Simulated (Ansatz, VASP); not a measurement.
## Two plane-wave programs on Sr

INCAR

```
PREC = Accurate
ENCUT = 520
EDIFF = 1E-6
ISMEAR = 0
SIGMA = 0.03
LREAL = F
LASPH = T
NELM = 100
ALGO = Normal
ISIF = 2
LWAVE = F
LCHARG = T
GGA = PE
IVDW = 12
LELF = T
LVHAR = T
NBANDS = 11
```

The input KPOINTS:

```
regular mesh
0
Gamma
  6 6 8
```

File POSCAR:

```
Sr
1.0
   10.9876299658      0.0000000000      0.0000000000
   -5.4938149829      9.5155666777      0.0000000000
    0.0000000000      0.0000000000      4.8632231010
Sr
1
Direct
    0.0000000000      0.0000000000      0.0000000000
```

Input for Ansatz:

```yaml
crystal:
  lattice:
    - [10.9876299658, 0.0, 0.0]
    - [-5.4938149829, 9.5155666777, 0.0]
    - [0.0, 0.0, 4.863223101]
  atoms:
    - { symbol: Sr, position: [0.0, 0.0, 0.0] }
basis:
  ecutwfc: 420
kpoints:
  mp_grid: { grid: [6, 6, 8] }
hamiltonian:
  xc: pbe
  dispersion: d3bj
scf:
  occupations: { method: gaussian, width: 0.03 }
output:
  forces: true
  stress: true
  eigenvalues: true
```

Change from the starting cell: strain +0.1000 x Voigt [0, 0, 1, 0, 0, 0], atoms carried along.

Alike in both runs: task single point; functional PBE; dispersion D3(BJ); k mesh 6 × 6 × 8; occupations gaussian, width 0.03 eV; no spin polarisation.

|  | VASP | Ansatz |
| --- | --- | --- |
| version | VASP 6.6.1 | Ansatz 0.2.0 |
| potentials or method | VASP PAW PBE potentials, release 64 (Sr_sv), cutoff 520 eV | scalar-relativistic, plane waves, PAW |
| valence electrons in the cell | 10 | 10 |

|  | VASP | Ansatz | Ansatz less VASP |
| --- | --- | --- | --- |
| gap on the k mesh at the Fermi level (eV) | 0.52 | 0.52 | -0.006 |
| least direct gap on the mesh (eV) | 0.54 | 0.53 | -0.006 |
| pressure (GPa) | 0.0 | 0.0 | 0.00 |
| traceless stress, the component that is largest in VASP (GPa) | -0.06 | -0.06 | -0.001 |
